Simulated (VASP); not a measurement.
InAs:

```xyz
2
Lattice="0.0000 2.8186 2.8186 2.8186 0.0000 2.8186 2.8186 2.8186 0.0000" Properties=species:S:1:pos:R:3 pbc="T T T"
In    2.8186    2.8186    2.8186
As    0.0000    0.0000    0.0000
```

This cell differs from its parent crystal: volume scaled by 0.94.

Base run:

* Program: VASP 6.6.1
* Functional: PBEsol
* Potentials or basis: VASP PAW PBE potentials, release 64 (In_d, As)
* Cutoff: 520 eV
* k mesh: 8 × 8 × 8
* Occupations: fermi-dirac, width 0.05 eV
* Spin: no spin polarisation

Its results: band gap on the k mesh zero (band 9 reaches 6.86 eV, above the bottom of band 10 at 4.04 eV); pressure 0.8 GPa.

Problem. The run is repeated on the same cell with these changes: functional from PBEsol to PBE; further incar settings from ALGO = Normal; EDIFF = 1e-07; NBANDS = 16 to ALGO = Normal; EDIFF = 1e-06; NBANDS = 16. What comes out?

Solution. Band gap on the k mesh zero (band 9 reaches 7.00 eV, above the bottom of band 10 at 4.20 eV); pressure 4.4 GPa.

Caveats: spin-orbit coupling is left out, which moves the levels of the heavy elements; the PAW data sets were made with another functional, which shifts forces and pressure a little (some runs).
